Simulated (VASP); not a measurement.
Set up this calculation in VASP 6.6.1, as the native input.

| Quantity | Value |
| --- | --- |
| Task | single point |
| Functional | PBE |
| Potentials or basis | VASP PAW PBE potentials, release 64 (Mg, S) |
| Cutoff | 520 eV |
| k mesh | 4 × 4 × 4 |
| Occupations | gaussian, width 0.02 eV |
| Spin | no spin polarisation |
| Dipole correction | no |
| Further INCAR settings | LREAL = Auto; ALGO = Normal; EDIFF = 1e-06; NBANDS = 46 |

The structure of MgS lies in POSCAR:

```
MgS
1.0
    6.9860610228      0.0000000000      0.0000000000
    0.0000000000      6.9860610228      0.0000000000
    0.0000000000      0.0000000000      6.9860610228
Mg S
8 8
Direct
    0.8422061357      0.6577938643      0.3422061357
    0.1577938643      0.3422061357      0.6577938643
    0.3422061357      0.6577938643      0.1577938643
    0.8422061357      0.8422061357      0.8422061357
    0.6577938643      0.1577938643      0.3422061357
    0.6577938643      0.3422061357      0.8422061357
    0.1577938643      0.1577938643      0.1577938643
    0.3422061357      0.8422061357      0.6577938643
    0.1431273254      0.8568726746      0.3568726746
    0.6431273254      0.6431273254      0.6431273254
    0.8568726746      0.3568726746      0.1431273254
    0.3568726746      0.1431273254      0.8568726746
    0.6431273254      0.8568726746      0.1431273254
    0.8568726746      0.1431273254      0.6431273254
    0.3568726746      0.3568726746      0.3568726746
    0.1431273254      0.6431273254      0.8568726746
```

The cell was generated, and may not be a known phase.

One way to write it, as run:

INCAR

```
PREC = Accurate ; ENCUT = 520
EDIFF = 1E-6 ; ISMEAR = 0
SIGMA = 0.02 ; LREAL = Auto
LASPH = T ; NELM = 80
ALGO = Normal ; ISIF = 2
LWAVE = F ; LCHARG = F
GGA = PE ; NBANDS = 46
```

KPOINTS

```
Automatic mesh
0
Gamma
  4 4 4
```

Potentials or basis: VASP PAW PBE potentials, release 64 (Mg, S).

Command:

```bash
$ cat potpaw_PBE.64/Mg/POTCAR potpaw_PBE.64/S/POTCAR > POTCAR
$ mpirun -np 1 vasp_std > vasp.out
```

Results of the run:

```yaml
Pressure: -0.2 GPa
Largest_force: 0.015 eV/Å
Band_gap_on_the_k_mesh: 2.46 eV
```

It took 9.5 min on 1 thread of Intel Xeon 8259CL, with other jobs on the host, peak memory 0.42 GiB.
